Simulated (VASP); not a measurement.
Input of a VASP 6.6.1 run:

The input POSCAR:

```
SiO2
1.0
    7.3005505184      0.0000000000      0.0000000000
   -3.6502752592      6.3224622106      0.0000000000
    0.0000000000      0.0000000000      7.0051237300
Si O
6 12
Direct
    0.5338583600      0.7669291800      0.4166666667
    0.4661416400      0.2330708200      0.9166666667
    0.2330708200      0.4661416400      0.7500000000
    0.7669291800      0.2330708200      0.5833333333
    0.7669291800      0.5338583600      0.2500000000
    0.2330708200      0.7669291800      0.0833333333
    0.6123260400      0.3876739600      0.0833333333
    0.0000000000      0.6828971200      0.1666666667
    0.7753479200      0.3876739600      0.4166666667
    0.6828971200      0.6828971200      0.3333333333
    0.3171028800      0.3171028800      0.8333333333
    0.6123260400      0.2246520800      0.7500000000
    0.2246520800      0.6123260400      0.9166666667
    0.3171028800      0.0000000000      0.0000000000
    0.0000000000      0.3171028800      0.6666666667
    0.3876739600      0.7753479200      0.2500000000
    0.3876739600      0.6123260400      0.5833333333
    0.6828971200      0.0000000000      0.5000000000
```

Contents of INCAR.step1:

```
SYSTEM = SiO2
  ALGO = Normal
  EDIFF = 1E-4
  ENCUT = 520
  GGA = PE
  ISMEAR = -1
  LASPH = .True.
  LCHARG = .False.
  LREAL = Auto
  LWAVE = .True.
  NBANDS = 63
  NELM = 60
  PREC = Accurate
  SIGMA = 0.02
```

Contents of INCAR.step2:

```
SYSTEM = SiO2
  ALGO = Normal
  EDIFF = 1E-8
  ENCUT = 520
  ISIF = 2
  ISMEAR = -1
  ISTART = 1
  LASPH = .True.
  LCHARG = .False.
  LEFG = .True.
  LMIXTAU = .True.
  LREAL = Auto
  LWAVE = .False.
  METAGGA = R2SCAN
  NBANDS = 63
  NELM = 60
  PREC = Accurate
  SIGMA = 0.02
```

File KPOINTS:

```
k-points
0
Gamma
  4 4 3
  0 0 0
```

Potentials or basis: VASP PAW PBE potentials, release 64 (Si, O).

Run with:

```bash
$ cat potpaw_PBE.64/Si/POTCAR potpaw_PBE.64/O/POTCAR > POTCAR
$ cp INCAR.step1 INCAR
$ mpirun -np 1 vasp_std > vasp.out
$ cp INCAR.step2 INCAR
$ mpirun -np 1 vasp_std > vasp.out
```

Question: Estimate the pressure.

Answer: 0.2 GPa.

Question: Estimate the band gap on the k mesh.

Answer: 6.38 eV, indirect (least direct gap 6.52 eV).

Electric field gradients, principal values (V/Å²):
| atom | least | middle | greatest (by size) |
| --- | --- | --- | --- |
| 1 Si | 2.062 | 2.067 | -4.128 |
| 2 Si | 2.062 | 2.067 | -4.128 |
| 3 Si | 2.062 | 2.067 | -4.128 |
| 4 Si | 2.062 | 2.067 | -4.128 |
| 5 Si | 2.062 | 2.067 | -4.128 |
| 6 Si | 2.062 | 2.067 | -4.128 |
| 7 O | -46.815 | -47.592 | 94.407 |
| 8 O | -45.143 | -48.327 | 93.470 |
| 9 O | -46.820 | -47.589 | 94.409 |
| 10 O | -45.148 | -48.326 | 93.474 |
| 11 O | -45.148 | -48.326 | 93.474 |
| 12 O | -46.820 | -47.589 | 94.409 |
| 13 O | -46.820 | -47.589 | 94.409 |
| 14 O | -45.143 | -48.327 | 93.470 |
| 15 O | -45.143 | -48.327 | 93.470 |
| 16 O | -46.820 | -47.589 | 94.409 |
| 17 O | -46.815 | -47.592 | 94.407 |
| 18 O | -45.143 | -48.327 | 93.470 |

Caveat: without QUAD_EFG the Cq values of the log hold for a quadrupole moment of 1 mb, not for the nuclei; the PAW data sets were made with another functional, which shifts forces and pressure a little. r2SCAN opens gaps a little over a GGA but as a rule still falls short of measured ones.
